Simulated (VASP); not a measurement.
Here is a VASP 6.6.1 calculation.

File INCAR:

```
ALGO = Normal ; EDIFF = 1E-7
ENCUT = 520 ; GGA = PE
ISIF = 2 ; ISMEAR = 0
IVDW = 12 ; LASPH = True
LCHARG = False ; LREAL = False
LWAVE = False ; NBANDS = 19
NELM = 60 ; PREC = Accurate
SIGMA = 0.1
```

KPOINTS

```
k-points
0
Gamma
  18 18 8
```

POSCAR

```
Zn
1.0
    2.6177531899      0.0000000000      0.0000000000
   -1.3088765949      2.2670407633      0.0000000000
    0.0000000000      0.0000000000      4.8035762477
Zn
2
Direct
    0.3333333333      0.6666666667      0.2500000000
    0.6666666667      0.3333333333      0.7500000000
```

Potentials or basis: VASP PAW PBE potentials, release 64 (Zn).

Command:

```bash
$ cat potpaw_PBE.64/Zn/POTCAR > POTCAR
$ mpirun -np 1 vasp_std > vasp.out
```

Problem. Estimate the band gap on the k mesh.

Solution. Zero (bands 12 and 13 overlap by 4.45 eV).

Problem. Predict the dispersion energy per atom.

Solution. -0.430 eV.

Problem. Estimate the pressure.

Solution. 0.4 GPa.

Stress tensor (GPa, compression positive):
```
0.46 0.00 0.00
0.00 0.46 0.00
0.00 0.00 0.29
```
